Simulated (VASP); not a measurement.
Set up this calculation in VASP 6.6.1, as the native input.

```
Task                   : single point
Functional             : PBE
Potentials or basis    : VASP PAW PBE potentials, release 64 (Hg, Te)
Cutoff                 : 520 eV
k mesh                 : 14 × 14 × 14
Occupations            : gaussian, width 0.15 eV
Spin                   : no spin polarisation
Dipole correction      : no
Further INCAR settings : ALGO = Normal; EDIFF = 1e-06; NBANDS = 16
```

The structure of HgTe lies in POSCAR:

```
HgTe
1.0
    0.0000000000      3.2235000000      3.3202050000
    3.2235000000      0.0000000000      3.3202050000
    3.2235000000      3.2235000000      0.0000000000
Hg Te
1 1
Direct
    0.0000000000      0.0000000000      0.0000000000
    0.7500000000      0.7500000000      0.7500000000
```

This cell differs from its parent crystal: strain +0.000 along x and y, +0.030 along z.

One way to write it, as run:

INCAR

```
PREC     = Accurate       # precision mode
ENCUT    = 520            # plane-wave cutoff, eV
EDIFF    = 1E-6           # SCF threshold, eV
ISMEAR   = 0              # smearing method
SIGMA    = 0.15           # smearing width, eV
LREAL    = F              # projectors in reciprocal space
LASPH    = T              # aspherical terms in the spheres
NELM     = 80             # most SCF steps
ALGO     = Normal         # electronic algorithm
ISIF     = 2              # what is computed and relaxed
LWAVE    = F              # write WAVECAR
LCHARG   = F              # write CHGCAR
GGA      = PE             # functional
NBANDS   = 16             # bands
```

KPOINTS

```
Automatic mesh
0
Gamma
  14 14 14
```

Potentials or basis: VASP PAW PBE potentials, release 64 (Hg, Te).

Command:

```sh
$ cat potpaw_PBE.64/Hg/POTCAR potpaw_PBE.64/Te/POTCAR > POTCAR
$ mpirun -np 1 vasp_std > vasp.out
```

It gave:

```json
{"Pressure": "2.6 GPa", "Band gap on the k mesh": "zero (filled and empty bands touch)"}
```

Caveat: the cell differs from its parent crystal (strain +0.000 along x and y, +0.030 along z); semilocal functionals underestimate gaps, and a narrow one can read as zero; spin-orbit coupling is left out, which moves the levels of the heavy elements.

Wall time 5.3 min on 1 thread of Intel Xeon 8259CL (shared host), peak memory 0.42 GiB.
